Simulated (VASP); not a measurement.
Mg: single point with PBEsol

Crystal: Mg.

```
Mg
1.0
     0.00000    2.24567    2.24567
     2.24567    0.00000    2.24567
     2.24567    2.24567    0.00000
Mg
1
Direct
  0.00000 0.00000 0.00000
```

```yaml
Program: VASP 6.6.1
Task: single point
Functional: PBEsol
Potentials_or_basis: VASP PAW PBE potentials, release 64 (Mg)
Cutoff: 520 eV
k_mesh: 10 × 10 × 10
Occupations: fermi-dirac, width 0.05 eV
Spin: no spin polarisation
Dipole_correction: no
Further_INCAR_settings: ALGO = Normal; EDIFF = 1e-06; NBANDS = 7
```

The pressure is 0.0 GPa and the band gap on the k mesh is zero (band 1 reaches 3.50 eV, above the bottom of band 2 at 1.37 eV).

Levels at points of the mesh, in eV from the Fermi level:
```csv
k point,band 1,band 2,band 3,band 4
"(0.00, 0.00, 0.00)",-7.05,12.35,12.35,12.35
"(0.50, 0.00, 0.00)",-1.80,-1.36,11.25,11.25
"(0.50, 0.50, 0.00)",-0.30,0.73,6.04,6.93
```

Run time: 2.6 s on 1 thread of Intel(R) Xeon(R) 6975P-C (Granite Rapids), with other jobs on the host, peak memory 0.13 GiB.

Caveat: the PAW data sets were made with another functional, which shifts forces and pressure a little.
